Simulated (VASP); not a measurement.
# Ta (P6_3/mmc) in VASP: notebook

Runs on Ta. Level: PBEsol. Tasks: single point.

Program: VASP 6.6.1. These are calculated values, not measurements. Logs are shortened: lines on timing, memory, paths and dates and some standing lists are left out, and cuts for length are marked.

### Step 1. The cell of the first run

It takes space group P6_3/mmc (No. 194, hexagonal). The conventional cell has a = 2.561 Å, b = 2.561 Å, c = 4.468 Å, α = 90.00°, β = 90.00°, γ = 120.00°. Ta (site symmetry -6m2) has 12 Ta at 2.56 to 2.68 Å within 3.4 Å.

This isn't the form of Ta at room conditions, which is bcc.

### Step 2. Single point, PBEsol

INCAR

```
SYSTEM = Ta
  PREC = Accurate
  ENCUT = 520
  EDIFF = 1E-7
  ISMEAR = 1
  SIGMA = 0.05
  LREAL = .FALSE.
  LASPH = .TRUE.
  NELM = 60
  ALGO = Normal
  ISIF = 2
  LWAVE = .FALSE.
  LCHARG = .FALSE.
  GGA = PS
  NBANDS = 18
```

KPOINTS

```
Automatic mesh
0
G
  17 17 9
  0 0 0
```

POSCAR

```
Ta
1.0
    2.5613886669      0.0000000000      0.0000000000
   -1.2806943335      2.2182276545      0.0000000000
    0.0000000000      0.0000000000      4.4680295488
Ta
2
Direct
    0.3333333333      0.6666666667      0.2500000000
    0.6666666667      0.3333333333      0.7500000000
```

Potentials or basis: VASP PAW PBE potentials, release 64 (Ta_pv).

Run with:

```
> cat potpaw_PBE.64/Ta_pv/POTCAR > POTCAR
> mpirun -np 1 vasp_std > vasp.out
```

OUTCAR:

```text
SYSTEM = Ta
   PREC = Accurate
   ENCUT = 520
   EDIFF = 1E-7
   ISMEAR = 1
   LREAL = .FALSE.
   LASPH = .TRUE.
   NELM = 60
   ISIF = 2
   GGA = PS

 ion  position               nearest neighbor table
   1  0.333  0.667  0.250-   2 2.68   2 2.68   2 2.68   2 2.68   2 2.68   2 2.68
   2  0.667  0.333  0.750-   1 2.68   1 2.68   1 2.68   1 2.68   1 2.68   1 2.68

  LATTYP: Found a hexagonal cell.
 ALAT       =     2.5613886669
 C/A-ratio  =     1.7443778082

  Lattice vectors:

 A1 = (   2.5613886669,   0.0000000000,   0.0000000000)
 A2 = (  -1.2806943335,   2.2182276545,   0.0000000000)
 A3 = (   0.0000000000,   0.0000000000,   4.4680295488)

Analysis of symmetry for initial positions (statically):
=====================================================================
 Subroutine PRICEL returns:
 Original cell was already a primitive cell.

 Routine SETGRP: Setting up the symmetry group for a
 hexagonal supercell.

 Subroutine GETGRP returns: Found 24 space group operations
 (whereof 12 operations were pure point group operations)
 out of a pool of 24 trial point group operations.

The static configuration has the point symmetry D_3d.
 The point group associated with its full space group is D_6h.

Analysis of symmetry for dynamics (positions and initial velocities):
=====================================================================
 Subroutine PRICEL returns:
 Original cell was already a primitive cell.

 Routine SETGRP: Setting up the symmetry group for a
 hexagonal supercell.

 Subroutine GETGRP returns: Found 24 space group operations
 (whereof 12 operations were pure point group operations)
 out of a pool of 24 trial point group operations.

The dynamic configuration has the point symmetry D_3d.
 The point group associated with its full space group is D_6h.

 Subroutine INISYM returns: Found 24 space group operations
 (whereof 12 operations are pure point group operations),
 and found     1 'primitive' translations

----------------------------------------------------------------------------------------

                                     Primitive cell

  volume of cell :      25.3862

  direct lattice vectors                    reciprocal lattice vectors
     2.561388667  0.000000000  0.000000000     0.390413221  0.225405178  0.000000000
    -1.280694334  2.218227655  0.000000000     0.000000000  0.450810357  0.000000000
     0.000000000  0.000000000  4.468029549     0.000000000  0.000000000  0.223812307

  length of vectors
     2.561388667  2.561388667  4.468029549     0.450810357  0.450810357  0.223812307

  position of ions in fractional coordinates (direct lattice)
     0.333333333  0.666666667  0.250000000
     0.666666667  0.333333333  0.750000000

  ion indices of the primitive-cell ions
   primitive index   ion index
                 1           1
                 2           2

----------------------------------------------------------------------------------------

 KPOINTS: Automatic mesh

Automatic generation of k-mesh.
 Grid dimensions read from file:
 generate k-points for:   17   17    9

 Generating k-lattice:

  Cartesian coordinates                     Fractional coordinates (reciprocal lattice)
     0.022965484  0.013259128  0.000000000     0.058823529  0.000000000  0.000000000
     0.000000000  0.026518256  0.000000000     0.000000000  0.058823529  0.000000000
     0.000000000  0.000000000  0.024868034     0.000000000  0.000000000  0.111111111

  Length of vectors
     0.026518256  0.026518256  0.024868034

  Shift w.r.t. Gamma in fractional coordinates (k-lattice)
     0.000000000  0.000000000  0.000000000

 Subroutine IBZKPT returns following result:
 ===========================================

 Found    165 irreducible k-points:

 Following reciprocal coordinates:
            Coordinates               Weight
  0.000000  0.000000  0.000000      1.000000
  0.058824  0.000000  0.000000      6.000000
  0.117647  0.000000  0.000000      6.000000
  0.176471  0.000000  0.000000      6.000000
  0.235294  0.000000  0.000000      6.000000
  0.294118  0.000000  0.000000      6.000000
[... 16 lines left out ...]
  0.411765  0.117647  0.000000     12.000000
  0.176471  0.176471  0.000000      6.000000
 [... further k-points ...]
   k-points           NKPTS =    165   k-points in BZ     NKDIM =    165   number of bands    NBANDS=     18
   number of dos      NEDOS =    301   number of ions     NIONS =      2
   total plane-waves  NPLWV =  14400
   dimension x,y,z NGX =    20 NGY =   20 NGZ =   36
   dimension x,y,z NGXF=    40 NGYF=   40 NGZF=   72
   ions per type =               2
   NGX,Y,Z   is equivalent  to a cutoff of  12.98, 12.98, 13.39 a.u.
   NGXF,Y,Z  is equivalent  to a cutoff of  25.96, 25.96, 26.79 a.u.
 SYSTEM =  Ta
   PREC   = accura    normal or accurate (medium, high low for compatibility)
   ISTART =      0    job   : 0-new  1-cont  2-samecut
   ICHARG =      2    charge: 1-file 2-atom 10-const
   ISPIN  =      1    spin polarized calculation?
   LNONCOLLINEAR =      F non collinear calculations
   LSORBIT =      F    spin-orbit coupling
   LASPH  =      T    aspherical Exc in radial PAW
   ENCUT  =  520.0 eV  38.22 Ry    6.18 a.u.   4.76  4.76  8.31*2*pi/ulx,y,z
   NELM   =     60;   NELMIN=  2; NELMDL= -5     # of ELM steps
   EDIFF  = 0.1E-06   stopping-criterion for ELM
   LREAL  =      F    real-space projection
   EDIFFG = 0.1E-05   stopping-criterion for IOM
   NSW    =      0    number of steps for IOM
   IBRION =     -1    ionic relax: 0-MD 1-quasi-New 2-CG
   NFREE  =      0    steps in history (QN), initial steepest desc. (CG)
   ISIF   =      2    stress and relaxation
   ISYM   =      2    0-nonsym 1-usesym 2-fastsym
   POTIM  = 0.5000    time-step for ionic-motion
   TEBEG  =    0.0;   TEEND  =   0.0 temperature during run
   PSTRESS=    0.0 pullay stress
   NELECT =      22.0000    total number of electrons
   NUPDOWN=      -1.0000    fix difference up-down
   EMIN   =  10.00;   EMAX   =-10.00  energy-range for DOS
   EFERMI =   0.00;   METHOD = LEGACY
   ISMEAR =     1;   SIGMA  =   0.05  broadening in eV -4-tet -1-fermi 0-gaus
   EFERMI_NEDOS =   21; number of points for ismear=-14 and -15
   IALGO  =     38    algorithm
   IMIX   =      4    mixing-type and parameters
     AMIX     =   0.40;   BMIX     =  1.00
     AMIX_MAG =   1.60;   BMIX_MAG =  1.00
  volume/ion in A,a.u.               =      12.69        85.66
  Fermi-wavevector in a.u.,A,eV,Ry     =   1.560809  2.949502 33.145502  2.436126
  Thomas-Fermi vector in A             =   2.663967
   LORBIT       =      0    0 simple, 1 ext, 2 COOP (PROOUT), +10 PAW based schemes
   GGA     = PS    functional components
   LHFCALC =     F    Hartree Fock is set to
   AEXX    =    0.0000 exact exchange contribution
   IVDW    =     0    specifies the selected vdW correction
   LEPSILON=     F    determine dielectric tensor
   LRPA    =     F    only Hartree local field effects (RPA)
 non-spin polarized calculation
 Methfessel and Paxton  Order N= 1 SIGMA  =   0.05
  energy-cutoff  :      520.00
  volume of cell :       25.39
 maximum number of plane-waves:       713
 NGX is ok and might be reduce to    20
   NGX =  9   NGY =  9   NGZ = 17

 number of electron      21.9999997 magnetization

 Free energy of the ion-electron system (eV)
  ---------------------------------------------------
  ext. energy  EPLUGINS =         0.00000000
  ---------------------------------------------------
  free energy    TOTEN  =       -20.95382301 eV

  energy without entropy =      -20.95389816  energy(sigma->0) =      -20.95384806

 E-fermi :   9.1767     XC(G=0): -14.6211

 val. band max:        9.1763316884   @ k =   0.0588   0.0000   0.0000
 cond. band min:       9.1908555667   @ k =   0.0588   0.0000   0.2222
 fundamental gap:      0.0145238783
 Fermi energy:         9.1767422471

 k-point     1 :       0.0000    0.0000    0.0000
  band No.  band energies     occupation
      1     -26.2939      2.00000
      2     -23.2690      2.00000
      3     -23.1947      2.00000
      4     -23.1947      2.00000
      5     -22.8898      2.00000
      6     -22.8898      2.00000
[... 10 lines left out ...]
     17      16.6994      0.00000
     18      16.6994      0.00000

 k-point     2 :       0.0588    0.0000    0.0000
  band No.  band energies     occupation
      1     -26.2575      2.00000
      2     -23.3176      2.00000
      3     -23.2751      2.00000
      4     -23.2280      2.00000
      5     -23.0165      2.00000
      6     -22.9079      2.00000
[... 10 lines left out ...]
     17      16.8488      0.00000
     18      17.3740      0.00000

 k-point     3 :       0.1176    0.0000    0.0000
  band No.  band energies     occupation
      1     -26.1506      2.00000
      2     -23.6630      2.00000
      3     -23.3660      2.00000
      4     -23.3207      2.00000
      5     -23.2948      2.00000
      6     -22.9613      2.00000
[... 10 lines left out ...]
     17      17.1800      0.00000
     18      18.7778      0.00000

 k-point     4 :       0.1765    0.0000    0.0000
  band No.  band energies     occupation
      1     -25.9800      2.00000
      2     -24.1687      2.00000
      3     -23.8624      2.00000
      4     -23.4549      2.00000
      5     -23.3320      2.00000
      6     -23.0451      2.00000
[... 375 lines left out ...]
      4     -24.2433      2.00000
      5     -23.7609      2.00000
      6     -23.7138      2.00000
[... 10 lines left out ...]
     17      20.0837      0.00000
     18      23.5882      0.00000

 k-point    23 :       0.4118    0.1176    0.0000
  band No.  band energies     occupation
      1     -26.2387      2.00000
      2     -25.8008      2.00000
      3     -24.7407      2.00000
      4     -24.3189      2.00000
      5     -23.8666      2.00000
      6     -23.7649      2.00000
[... 10 lines left out ...]
     17      21.2926      0.00000
     18      23.0898      0.00000

 k-point    24 :       0.1765    0.1765    0.0000
  band No.  band energies     occupation
      1     -25.4393      2.00000
      2     -25.1242      2.00000
      3     -25.0854      2.00000
      4     -23.9007      2.00000
      5     -23.5678      2.00000
      6     -23.4996      2.00000
[... 10 lines left out ...]
     17      16.8393      0.00000
     18      22.6614      0.00000

 [... further k-points ...]

------------------------ aborting loop because EDIFF is reached ----------------------------------------

  FORCE on cell =-STRESS in cart. coord.  units (eV):
  Direction    XX          YY          ZZ          XY          YZ          ZX
  --------------------------------------------------------------------------------------
  -------------------------------------------------------------------------------------
  Total       21.8244564     21.8244564     22.0207976     -0.0000000      0.0000000      0.0000000
  in kB     1377.3882737   1377.3882737   1389.7797917     -0.0000000      0.0000000      0.0000000
  external PRESSURE =    1381.5187797 kB  Pullay stress =       0.0000000 kB

 VOLUME and BASIS-vectors are now :
 -----------------------------------------------------------------------------
  energy-cutoff  :      520.00
  volume of cell :       25.39
      direct lattice vectors                 reciprocal lattice vectors
     2.561388667  0.000000000  0.000000000     0.390413221  0.225405178  0.000000000
    -1.280694334  2.218227655  0.000000000     0.000000000  0.450810357  0.000000000
     0.000000000  0.000000000  4.468029549     0.000000000  0.000000000  0.223812307

 POSITION                                       TOTAL-FORCE (eV/Angst)
 -----------------------------------------------------------------------------------
     -0.00000      1.47882      1.11701        -0.000000      0.000000      0.000000
      1.28069      0.73941      3.35102         0.000000      0.000000      0.000000
 -----------------------------------------------------------------------------------
    total drift:                               -0.000000      0.000000     -0.000000

  FREE ENERGIE OF THE ION-ELECTRON SYSTEM (eV)
  ---------------------------------------------------
  free  energy   TOTEN  =       -20.9538230082 eV

  energy  without entropy=      -20.9538981576  energy(sigma->0) =      -20.95384806
```

Run time: 93 s. Hardware: 1 thread of Intel Xeon 8259CL, shared host; peak memory 0.19 GiB.

Results:

```
Free energy            : -20.9538 eV
Pressure               : 138.2 GPa
Band gap on the k mesh : zero (bands 11 and 12 overlap by 3.86 eV)
```

Stress tensor (GPa, compression positive):
```
137.74   0.00   0.00
  0.00 137.74   0.00
  0.00   0.00 138.98
```

Levels at points of the mesh, in eV from the Fermi level:
```csv
k point,band 7,band 8,band 9,band 10,band 11,band 12,band 13,band 14,band 15,band 16
"(0.00, 0.00, 0.00)",-9.63,-6.59,-1.29,0.10,0.10,1.17,1.17,2.12,3.71,3.71
```

Caveat: the cell stands under pressure; the PAW data sets were made with another functional, which shifts forces and pressure a little; spin-orbit coupling is left out, which moves the levels of the heavy elements.

(Part 1 of 2 ends here.)
